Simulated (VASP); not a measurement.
# Cr (Pm-3m) in VASP: a series of runs

Runs on Cr. Level: PBE. Tasks: single point.

Program: VASP 6.6.1. These are calculated values, not measurements. Logs are shortened: lines on timing, memory, paths and dates and some standing lists are left out, and cuts for length are marked.

### Step 1. The cell of the first run

It takes space group Pm-3m (No. 221, cubic). Conventional cell: a = 2.324 Å, b = 2.324 Å, c = 2.324 Å, α = 90.00°, β = 90.00°, γ = 90.00°. Within 3.1 Å of Cr (site symmetry m-3m) lie 6 Cr at 2.32 Å.

This isn't the form of Cr at room conditions, which is bcc.

### Step 2. Single point, PBE

INCAR

```
SYSTEM = Cr
PREC = Accurate
ENCUT = 500
EDIFF = 1E-6
ISMEAR = -1
SIGMA = 0.06122561905347299
LREAL = .FALSE.
LASPH = .TRUE.
NELM = 120
ALGO = Normal
ISIF = 2
LWAVE = .FALSE.
LCHARG = .FALSE.
GGA = PE
NBANDS = 12
GGA_COMPAT = .FALSE.
```

KPOINTS

```
regular mesh
0
G
  46 46 46
  0 0 0
```

POSCAR

```
Cr
1.0
    2.3235300254      0.0000000000      0.0000000000
    0.0000000000      2.3235300254      0.0000000000
    0.0000000000      0.0000000000      2.3235300254
Cr
1
Direct
    0.0000000000      0.0000000000      0.0000000000
```

Potentials or basis: VASP PAW PBE potentials, release 64 (Cr_pv).

Run with:

```bash
$ cat potpaw_PBE.64/Cr_pv/POTCAR > POTCAR
$ mpirun -np 1 vasp_std > vasp.out
```

OUTCAR:

```text
SYSTEM = Cr
   PREC = Accurate
   ENCUT = 500
   EDIFF = 1E-6
   ISMEAR = -1
   LREAL = .FALSE.
   LASPH = .TRUE.
   NELM = 120
   ISIF = 2
   GGA = PE

 ion  position               nearest neighbor table
   1  0.000  0.000  0.000-

  LATTYP: Found a simple cubic cell.
 ALAT       =     2.3235300254

  Lattice vectors:

 A1 = (   2.3235300254,   0.0000000000,   0.0000000000)
 A2 = (   0.0000000000,   2.3235300254,   0.0000000000)
 A3 = (   0.0000000000,   0.0000000000,   2.3235300254)

Analysis of symmetry for initial positions (statically):
=====================================================================
 Subroutine PRICEL returns:
 Original cell was already a primitive cell.

 Routine SETGRP: Setting up the symmetry group for a
 simple cubic supercell.

 Subroutine GETGRP returns: Found 48 space group operations
 (whereof 48 operations were pure point group operations)
 out of a pool of 48 trial point group operations.

The static configuration has the point symmetry O_h .

Analysis of symmetry for dynamics (positions and initial velocities):
=====================================================================
 Subroutine PRICEL returns:
 Original cell was already a primitive cell.

 Routine SETGRP: Setting up the symmetry group for a
 simple cubic supercell.

 Subroutine GETGRP returns: Found 48 space group operations
 (whereof 48 operations were pure point group operations)
 out of a pool of 48 trial point group operations.

The dynamic configuration has the point symmetry O_h .

 Subroutine INISYM returns: Found 48 space group operations
 (whereof 48 operations are pure point group operations),
 and found     1 'primitive' translations

----------------------------------------------------------------------------------------

                                     Primitive cell

  volume of cell :      12.5443

  direct lattice vectors                    reciprocal lattice vectors
     2.323530025  0.000000000  0.000000000     0.430379633  0.000000000  0.000000000
     0.000000000  2.323530025  0.000000000     0.000000000  0.430379633  0.000000000
     0.000000000  0.000000000  2.323530025     0.000000000  0.000000000  0.430379633

  length of vectors
     2.323530025  2.323530025  2.323530025     0.430379633  0.430379633  0.430379633

  position of ions in fractional coordinates (direct lattice)
     0.000000000  0.000000000  0.000000000

  ion indices of the primitive-cell ions
   primitive index   ion index
                 1           1

----------------------------------------------------------------------------------------

 KPOINTS: regular mesh

Automatic generation of k-mesh.
 Grid dimensions read from file:
 generate k-points for:   46   46   46

 Generating k-lattice:

  Cartesian coordinates                     Fractional coordinates (reciprocal lattice)
     0.009356079  0.000000000  0.000000000     0.021739130  0.000000000  0.000000000
     0.000000000  0.009356079  0.000000000     0.000000000  0.021739130  0.000000000
     0.000000000  0.000000000  0.009356079     0.000000000  0.000000000  0.021739130

  Length of vectors
     0.009356079  0.009356079  0.009356079

  Shift w.r.t. Gamma in fractional coordinates (k-lattice)
     0.000000000  0.000000000  0.000000000

 Subroutine IBZKPT returns following result:
 ===========================================

 Found   2600 irreducible k-points:

 Following reciprocal coordinates:
            Coordinates               Weight
  0.000000  0.000000  0.000000      1.000000
  0.021739  0.000000  0.000000      6.000000
  0.043478  0.000000  0.000000      6.000000
  0.065217  0.000000  0.000000      6.000000
  0.086957  0.000000  0.000000      6.000000
  0.108696  0.000000  0.000000      6.000000
[... 16 lines left out ...]
  0.478261  0.000000  0.000000      6.000000
  0.500000  0.000000  0.000000      3.000000
 [... further k-points ...]
   k-points           NKPTS =   2600   k-points in BZ     NKDIM =   2600   number of bands    NBANDS=     12
   number of dos      NEDOS =    301   number of ions     NIONS =      1
   total plane-waves  NPLWV =   5832
   dimension x,y,z NGX =    18 NGY =   18 NGZ =   18
   dimension x,y,z NGXF=    36 NGYF=   36 NGZF=   36
   ions per type =               1
   NGX,Y,Z   is equivalent  to a cutoff of  12.88, 12.88, 12.88 a.u.
   NGXF,Y,Z  is equivalent  to a cutoff of  25.76, 25.76, 25.76 a.u.
 SYSTEM =  Cr
   PREC   = accura    normal or accurate (medium, high low for compatibility)
   ISTART =      0    job   : 0-new  1-cont  2-samecut
   ICHARG =      2    charge: 1-file 2-atom 10-const
   ISPIN  =      1    spin polarized calculation?
   LNONCOLLINEAR =      F non collinear calculations
   LSORBIT =      F    spin-orbit coupling
   LASPH  =      T    aspherical Exc in radial PAW
   ENCUT  =  500.0 eV  36.75 Ry    6.06 a.u.   4.24  4.24  4.24*2*pi/ulx,y,z
   NELM   =    120;   NELMIN=  2; NELMDL= -5     # of ELM steps
   EDIFF  = 0.1E-05   stopping-criterion for ELM
   LREAL  =      F    real-space projection
   EDIFFG = 0.1E-04   stopping-criterion for IOM
   NSW    =      0    number of steps for IOM
   IBRION =     -1    ionic relax: 0-MD 1-quasi-New 2-CG
   NFREE  =      0    steps in history (QN), initial steepest desc. (CG)
   ISIF   =      2    stress and relaxation
   ISYM   =      2    0-nonsym 1-usesym 2-fastsym
   POTIM  = 0.5000    time-step for ionic-motion
   TEBEG  =    0.0;   TEEND  =   0.0 temperature during run
   PSTRESS=    0.0 pullay stress
   NELECT =      12.0000    total number of electrons
   NUPDOWN=      -1.0000    fix difference up-down
   EMIN   =  10.00;   EMAX   =-10.00  energy-range for DOS
   EFERMI =   0.00;   METHOD = LEGACY
   ISMEAR =    -1;   SIGMA  =   0.06  broadening in eV -4-tet -1-fermi 0-gaus
   EFERMI_NEDOS =   21; number of points for ismear=-14 and -15
   IALGO  =     38    algorithm
   IMIX   =      4    mixing-type and parameters
     AMIX     =   0.40;   BMIX     =  1.00
     AMIX_MAG =   1.60;   BMIX_MAG =  1.00
  volume/ion in A,a.u.               =      12.54        84.65
  Fermi-wavevector in a.u.,A,eV,Ry     =   1.613072  3.048263 35.402356  2.602000
  Thomas-Fermi vector in A             =   2.708200
   LORBIT       =      0    0 simple, 1 ext, 2 COOP (PROOUT), +10 PAW based schemes
   GGA     = PE    functional components
   LHFCALC =     F    Hartree Fock is set to
   AEXX    =    0.0000 exact exchange contribution
   IVDW    =     0    specifies the selected vdW correction
   LEPSILON=     F    determine dielectric tensor
   LRPA    =     F    only Hartree local field effects (RPA)
 non-spin polarized calculation
  energy-cutoff  :      500.00
  volume of cell :       12.54
 maximum number of plane-waves:       328
 NGX is ok and might be reduce to    18
   NGX =  9   NGY =  9   NGZ =  9

 number of electron      11.9999993 magnetization

 Free energy of the ion-electron system (eV)
  ---------------------------------------------------
  ext. energy  EPLUGINS =         0.00000000
  ---------------------------------------------------
  free energy    TOTEN  =        -8.50412616 eV

  energy without entropy =       -8.48696313  energy(sigma->0) =       -8.49554465

 E-fermi :   9.9345     XC(G=0): -13.0683

 val. band max:        9.9337731255   @ k =   0.4130   0.3696   0.1304
 cond. band min:       9.9353749106   @ k =   0.4348   0.2609   0.2391
 fundamental gap:      0.0016017851
 Fermi energy:         9.9344637429

 k-point     1 :       0.0000    0.0000    0.0000
  band No.  band energies     occupation
      1     -32.5712      2.00000
      2     -32.5712      2.00000
      3     -32.5712      2.00000
      4       2.5042      2.00000
      5       6.6713      2.00000
      6       6.6713      2.00000
      7      12.4590      0.00000
      8      12.4590      0.00000
      9      12.4590      0.00000
     10      17.4725      0.00000
     11      29.7824      0.00000
     12      29.7824      0.00000

 k-point     2 :       0.0217    0.0000    0.0000
  band No.  band energies     occupation
      1     -32.5766      2.00000
      2     -32.5707      2.00000
      3     -32.5707      2.00000
      4       2.5197      2.00000
      5       6.6747      2.00000
      6       6.6826      2.00000
      7      12.4480      0.00000
      8      12.4480      0.00000
      9      12.4599      0.00000
     10      17.4724      0.00000
     11      29.6132      0.00000
     12      29.8060      0.00000

 k-point     3 :       0.0435    0.0000    0.0000
  band No.  band energies     occupation
      1     -32.5925      2.00000
      2     -32.5695      2.00000
      3     -32.5695      2.00000
      4       2.5661      2.00000
      5       6.6848      2.00000
      6       6.7166      2.00000
      7      12.4153      0.00000
      8      12.4153      0.00000
      9      12.4623      0.00000
     10      17.4723      0.00000
     11      29.1595      0.00000
     12      29.8765      0.00000
[... 286 lines left out ...]
 k-point    23 :       0.4783    0.0000    0.0000
  band No.  band energies     occupation
      1     -33.6586      2.00000
      2     -32.4740      2.00000
      3     -32.4740      2.00000
      4       6.7711      2.00000
      5       7.4504      2.00000
      6       9.2336      1.99998
      7      10.4541      0.00041
      8      10.4541      0.00041
      9      12.6400      0.00000
     10      17.3653      0.00000
     11      17.5404      0.00000
     12      31.1019      0.00000

 k-point    24 :       0.5000    0.0000    0.0000
  band No.  band energies     occupation
      1     -33.6635      2.00000
      2     -32.4735      2.00000
      3     -32.4735      2.00000
      4       6.8035      2.00000
      5       7.4543      2.00000
      6       9.2405      1.99998
      7      10.4460      0.00047
      8      10.4460      0.00047
      9      12.6408      0.00000
     10      17.3381      0.00000
     11      17.5269      0.00000
     12      31.0855      0.00000

 [... further k-points ...]

------------------------ aborting loop because EDIFF is reached ----------------------------------------

  FORCE on cell =-STRESS in cart. coord.  units (eV):
  Direction    XX          YY          ZZ          XY          YZ          ZX
  --------------------------------------------------------------------------------------
  -------------------------------------------------------------------------------------
  Total        0.3038846      0.3038846      0.3038846     -0.0000000     -0.0000000     -0.0000000
  in kB       38.8127467     38.8127467     38.8127467     -0.0000000     -0.0000000     -0.0000000
  external PRESSURE =      38.8127467 kB  Pullay stress =       0.0000000 kB

 VOLUME and BASIS-vectors are now :
 -----------------------------------------------------------------------------
  energy-cutoff  :      500.00
  volume of cell :       12.54
      direct lattice vectors                 reciprocal lattice vectors
     2.323530025  0.000000000  0.000000000     0.430379633  0.000000000  0.000000000
     0.000000000  2.323530025  0.000000000     0.000000000  0.430379633  0.000000000
     0.000000000  0.000000000  2.323530025     0.000000000  0.000000000  0.430379633

 POSITION                                       TOTAL-FORCE (eV/Angst)
 -----------------------------------------------------------------------------------
      0.00000      0.00000      0.00000         0.000000      0.000000      0.000000
 -----------------------------------------------------------------------------------
    total drift:                               -0.000000      0.000000      0.000000

  FREE ENERGIE OF THE ION-ELECTRON SYSTEM (eV)
  ---------------------------------------------------
  free  energy   TOTEN  =        -8.5041261625 eV

  energy  without entropy=       -8.4869631311  energy(sigma->0) =       -8.49554465
```

Wall time 85 s (1 thread of Intel Xeon 6975P-C (Granite Rapids), shared host); peak memory 0.44 GiB.

Results:

```
Free energy            : -8.5041 eV
Pressure               : 3.9 GPa
Band gap on the k mesh : zero (bands 6 and 7 overlap by 1.90 eV)
```

Caveat: the cell stands under pressure; the run has no spin polarisation, though such a crystal can be magnetic.

### Step 3. Single point, PBE

This run uses another cell than the first one, of 12.80 Å³/atom.

INCAR

```
SYSTEM = Cr
PREC = Accurate
ENCUT = 500
EDIFF = 1E-6
ISMEAR = -1
SIGMA = 0.06122561905347299
LREAL = .False.
LASPH = .True.
NELM = 120
ALGO = Normal
ISIF = 2
LWAVE = .False.
LCHARG = .True.
GGA = PE
LELF = .True.
LVHAR = .True.
NBANDS = 12
GGA_COMPAT = .False.
```

KPOINTS

```
Automatic mesh
0
Gamma
  46 46 46
  0 0 0
```

POSCAR

```
Cr
1.0
    2.3392300289      0.0000000000      0.0000000000
    0.0000000000      2.3392300289      0.0000000000
    0.0000000000      0.0000000000      2.3392300289
Cr
1
Direct
    0.0000000000      0.0000000000      0.0000000000
```

Potentials or basis: VASP PAW PBE potentials, release 64 (Cr_pv).

Run with:

```bash
$ cat potpaw_PBE.64/Cr_pv/POTCAR > POTCAR
$ mpirun -np 1 vasp_std > vasp.out
```

OUTCAR:

```text
SYSTEM = Cr
   PREC = Accurate
   ENCUT = 500
   EDIFF = 1E-6
   ISMEAR = -1
   LREAL = .False.
   LASPH = .True.
   NELM = 120
   ISIF = 2
   GGA = PE

 ion  position               nearest neighbor table
   1  0.000  0.000  0.000-

  LATTYP: Found a simple cubic cell.
 ALAT       =     2.3392300289

  Lattice vectors:

 A1 = (   2.3392300289,   0.0000000000,   0.0000000000)
 A2 = (   0.0000000000,   2.3392300289,   0.0000000000)
 A3 = (   0.0000000000,   0.0000000000,   2.3392300289)

[... 536 lines left out ...]
     11      17.2156      0.00000
     12      30.6683      0.00000

 [... further k-points ...]

------------------------ aborting loop because EDIFF is reached ----------------------------------------

  FORCE on cell =-STRESS in cart. coord.  units (eV):
  Direction    XX          YY          ZZ          XY          YZ          ZX
  --------------------------------------------------------------------------------------
  -------------------------------------------------------------------------------------
  Total       -0.0118128     -0.0118128     -0.0118128      0.0000000     -0.0000000      0.0000000
  in kB       -1.4785778     -1.4785778     -1.4785778      0.0000000     -0.0000000      0.0000000
  external PRESSURE =      -1.4785778 kB  Pullay stress =       0.0000000 kB

 VOLUME and BASIS-vectors are now :
 -----------------------------------------------------------------------------
  energy-cutoff  :      500.00
  volume of cell :       12.80
      direct lattice vectors                 reciprocal lattice vectors
     2.339230029  0.000000000  0.000000000     0.427491092  0.000000000  0.000000000
     0.000000000  2.339230029  0.000000000     0.000000000  0.427491092  0.000000000
     0.000000000  0.000000000  2.339230029     0.000000000  0.000000000  0.427491092

 POSITION                                       TOTAL-FORCE (eV/Angst)
 -----------------------------------------------------------------------------------
      0.00000      0.00000      0.00000         0.000000      0.000000      0.000000
 -----------------------------------------------------------------------------------
    total drift:                                0.000000      0.000000      0.000000

  FREE ENERGIE OF THE ION-ELECTRON SYSTEM (eV)
  ---------------------------------------------------
  free  energy   TOTEN  =        -8.5073430593 eV

  energy  without entropy=       -8.4898838644  energy(sigma->0) =       -8.49861346
```

stdout:

```text
POSCAR found type information on POSCAR Cr
 POSCAR found :  1 types and       1 ions
 scaLAPACK will be used
 LDA part: xc-table for (Slater+PW92), standard interpolation
 POSCAR, INCAR and KPOINTS ok, starting setup
 FFT: planning ... GRIDC
 FFT: planning ... GRID_SOFT
 FFT: planning ... GRID
 WAVECAR not read
 entering main loop
```

Run time: 92 s. Hardware: 1 thread of Intel Xeon 6975P-C (Granite Rapids), shared host; peak memory 0.44 GiB.

Results:

```yaml
Free_energy: -8.5073 eV
Pressure: -0.1 GPa
Band_gap_on_the_k_mesh: zero (bands 6 and 7 overlap by 1.84 eV)
```

Caveat: the run has no spin polarisation, though such a crystal can be magnetic. Spin polarisation is off, so any magnetic state and its effect on volume and gap are missing.

### Step 4. Single point, PBE

This run uses another cell than the first one, of 13.06 Å³/atom.

INCAR

```
SYSTEM = Cr
  PREC = Accurate
  ENCUT = 500
  EDIFF = 1E-6
  ISMEAR = -1
  SIGMA = 0.06122561905347299
  LREAL = .FALSE.
  LASPH = .TRUE.
  NELM = 120
  ALGO = Normal
  ISIF = 2
  LWAVE = .FALSE.
  LCHARG = .FALSE.
  GGA = PE
  NBANDS = 12
  GGA_COMPAT = .FALSE.
```

KPOINTS

```
regular mesh
0
G
  46 46 46
  0 0 0
```

POSCAR

```
Cr
1.0
    2.3547220700      0.0000000000      0.0000000000
    0.0000000000      2.3547220700      0.0000000000
    0.0000000000      0.0000000000      2.3547220700
Cr
1
Direct
    0.0000000000      0.0000000000      0.0000000000
```

Run with:

```bash
$ cat potpaw_PBE.64/Cr_pv/POTCAR > POTCAR
$ mpirun -np 1 vasp_std > vasp.out
```

Run time: 87 s. Hardware: 1 thread of Intel Xeon 6975P-C (Granite Rapids), shared host; peak memory 0.45 GiB.

It converged, with:

```yaml
Free_energy: -8.5044 eV
Pressure: -3.8 GPa
Band_gap_on_the_k_mesh: zero (bands 6 and 7 overlap by 1.78 eV)
```

Levels at points of the mesh, in eV from the Fermi level:
| k point | band 2 | band 3 | band 4 | band 5 | band 6 | band 7 | band 8 | band 9 | band 10 | band 11 |
| --- | --- | --- | --- | --- | --- | --- | --- | --- | --- | --- |
| (0.00, 0.00, 0.00) | -42.56 | -42.56 | -7.28 | -3.10 | -3.10 | 2.39 | 2.39 | 2.39 | 7.51 | 19.34 |
| (0.50, 0.00, 0.00) | -42.47 | -42.47 | -3.07 | -2.36 | -0.69 | 0.50 | 0.50 | 2.56 | 7.07 | 7.52 |
| (0.50, 0.50, 0.00) | -43.39 | -42.39 | -4.41 | -1.66 | 0.90 | 0.90 | 3.62 | 6.06 | 6.06 | 7.50 |
| (0.50, 0.50, 0.50) | -43.26 | -43.26 | -2.84 | -2.84 | -2.84 | 3.72 | 3.72 | 7.50 | 11.13 | 13.77 |

Caveat: the cell stands under tension; the run has no spin polarisation, though such a crystal can be magnetic.

### Step 5. Single point, PBE

INCAR

```
SYSTEM = Cr
PREC = Accurate ; ENCUT = 500
EDIFF = 1E-6 ; ISMEAR = -1
SIGMA = 0.06122561905347299 ; LREAL = .False.
LASPH = .True. ; NELM = 120
ALGO = Normal ; ISIF = 2
LWAVE = .False. ; LCHARG = .True.
GGA = PE ; LELF = .True.
LVHAR = .True. ; NBANDS = 12
GGA_COMPAT = .False.
```

KPOINTS

```
Automatic mesh
0
Gamma
  23 23 23
  0 0 0
```

POSCAR

```
Cr
1.0
    2.3235300254      0.0000000000      0.0000000000
    0.0000000000      2.3235300254      0.0000000000
    0.0000000000      0.0000000000      2.3235300254
Cr
1
Direct
    0.0000000000      0.0000000000      0.0000000000
```

Run with:

```bash
$ cat potpaw_PBE.64/Cr_pv/POTCAR > POTCAR
$ mpirun -np 1 vasp_std > vasp.out
```

Wall time 58 s (1 thread of AMD EPYC 7R13, shared host); peak memory 0.13 GiB.

Results (log left out):

- Free energy: -8.5032 eV
- Pressure: 3.9 GPa
- Band gap on the k mesh: zero (bands 6 and 7 overlap by 1.73 eV)

Levels at points of the mesh, in eV from the Fermi level:
| k point | band 4 | band 5 | band 6 | band 7 | band 8 | band 9 |
| --- | --- | --- | --- | --- | --- | --- |
| (0.00, 0.00, 0.00) | -7.42 | -3.26 | -3.26 | 2.53 | 2.53 | 2.53 |

Caveat: the cell stands under pressure; the run has no spin polarisation, though such a crystal can be magnetic.

### Step 6. Summary

```tsv
cell	k mesh	gap on the mesh (eV)	pressure (GPa)
a = 2.324 Å, 1 atom	46 × 46 × 46	none	3.9
a = 2.339 Å, 1 atom	46 × 46 × 46	none	-0.1
a = 2.355 Å, 1 atom	46 × 46 × 46	none	-3.8
a = 2.324 Å, 1 atom	23 × 23 × 23	none	3.9
```

Alike in all rows: task single point; level PBE; potentials or basis VASP PAW PBE potentials, release 64 (Cr_pv); no spin polarisation; cutoff (eV) 500; smearing fermi-dirac 0.0612256 eV.

Caveats: the run has no spin polarisation, though such a crystal can be magnetic; the cell stands under pressure (at least some runs); the cell stands under tension (at least some runs).

Absolute energies hang on the potentials; compare differences alone.
